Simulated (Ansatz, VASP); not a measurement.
**One calculation of Lu2Sc3N, two programs**

```
CELL_PARAMETERS angstrom
5.64051 0.00000 0.00000
-2.82025 4.88482 0.00000
0.00000 0.00000 5.80742
ATOMIC_POSITIONS crystal
Lu 0.33333 0.66667 0.00000
Lu 0.66667 0.33333 0.00000
Sc 0.50000 0.00000 0.50000
Sc 0.50000 0.50000 0.50000
Sc 0.00000 0.50000 0.50000
N 0.00000 0.00000 0.00000
```

Change from the starting cell: species swapped into the SmAl3Pd2 type (P6/mmm, No. 191).

Alike in both runs: functional PBE; k mesh 6 × 6 × 4; occupations gaussian, width 0.1 eV; no spin polarisation.

Ansatz relaxed the structure, and its values are those at the end. VASP's run is a single point on that final structure, the one shown.

|  | VASP | Ansatz |
| --- | --- | --- |
| version | VASP 6.6.1 | Ansatz 0.2.0 |
| potentials or method | VASP PAW PBE potentials, release 64 (Lu, Sc_sv, N), cutoff 520 eV | scalar-relativistic, plane waves, PAW |
| valence electrons in the cell | 88 | 88 |

VASP gave:

```
gap on the k mesh at the Fermi level (eV) : none
pressure (GPa)                            : 0.2
```

Question: What did Ansatz give for the same quantities?

Answer: gap on the k mesh at the Fermi level (eV): none; pressure (GPa): 0.1.

A gap of «none» marks a metal or a gap that the smearing closes. The functional is the same, so the differences come from potentials, cutoffs and numerics.

Neither program's run includes spin-orbit coupling.
